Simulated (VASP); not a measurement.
Input of a VASP 6.6.1 run:

File INCAR:

```
PREC = Accurate ; ENCUT = 520
EDIFF = 1E-6 ; ISMEAR = 0
SIGMA = 0.1 ; LREAL = F
LASPH = T ; NELM = 60
ALGO = Fast ; ISIF = 2
LWAVE = F ; LCHARG = T
GGA = PS ; LELF = T
LVHAR = T ; NBANDS = 19
```

File KPOINTS:

```
regular mesh
0
Gamma
  24 24 12
```

Contents of POSCAR:

```
Zn
1.0
    2.5993561380      0.0000000000      0.0000000000
   -1.2996780690      2.2511084490      0.0000000000
    0.0000000000      0.0000000000      4.8457722442
Zn
2
Direct
    0.3333333329      0.6666666671      0.2500000000
    0.6666666671      0.3333333329      0.7500000000
```

Potentials or basis: VASP PAW PBE potentials, release 64 (Zn).

The run is started by

```sh
$ cat potpaw_PBE.64/Zn/POTCAR > POTCAR
$ mpirun -np 1 vasp_std > vasp.out
```

Problem. Estimate the band gap on the k mesh.

Solution. Zero (band 12 reaches 4.93 eV, above the bottom of band 13 at 0.43 eV).

Problem. Estimate the pressure.

Solution. 1.1 GPa.

Stress tensor (GPa, compression positive):
```
1.06 0.00 0.00
0.00 1.06 0.00
0.00 0.00 1.27
```

Caveat: the cell differs from its parent crystal (uniaxial strain along c: -1.0 %, then relaxed in part); the PAW data sets were made with another functional, which shifts forces and pressure a little.
